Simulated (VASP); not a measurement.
Here is a VASP 6.6.1 calculation.

INCAR

```
PREC = Accurate ; ENCUT = 520
EDIFF = 1E-6 ; ISMEAR = 0
SIGMA = 0.1 ; LREAL = F
LASPH = T ; NELM = 150
ALGO = Normal ; ISIF = 2
LWAVE = F ; LCHARG = F
ISPIN = 2 ; MAGMOM = 0.74 0.74 0.74 0.74 0.74 0.74 0.74 0.74 0.74 0.74
LORBIT = 11 ; LMAXMIX = 4
LDIPOL = T ; IDIPOL = 3
DIPOL = 0.5 0.5 0.501 ; GGA = PE
IVDW = 12 ; NBANDS = 65
```

KPOINTS

```
Automatic mesh
0
Gamma
  8 8 1
```

POSCAR

```
Ni
1.0
    3.4781861089      0.0000000000      0.0000000000
    0.0000000000      3.4781861089      0.0000000000
    0.0000000000      0.0000000000     23.9563722178
Ni
10
Direct
    0.0000000000      0.5000000000      0.3548116519
    0.5000000000      0.0000000000      0.3548116519
    0.5000000000      0.5000000000      0.4274058259
    0.0000000000      0.0000000000      0.4274058259
    0.0000000000      0.5000000000      0.5007587146
    0.5000000000      0.0000000000      0.5007587146
    0.5000000000      0.5000000000      0.5742390338
    0.0000000000      0.0000000000      0.5742390338
    0.0000000000      0.5000000000      0.6455701717
    0.5000000000      0.0000000000      0.6455701717
```

Potentials or basis: VASP PAW PBE potentials, release 64 (Ni).

Run with:

```sh
$ cat potpaw_PBE.64/Ni/POTCAR > POTCAR
$ mpirun -np 1 vasp_std > vasp.out
```

(1) Estimate the largest force.

(2) What does it give for the site moments?

(3) What does it give for the dispersion energy per atom?

(4) Estimate the net moment.

## Answers

(1) 0.159 eV/Å.

(2) Ni +0.73, +0.64, +0.72 (each value once) μB.

(3) -0.360 eV.

(4) 6.59 μB per cell.
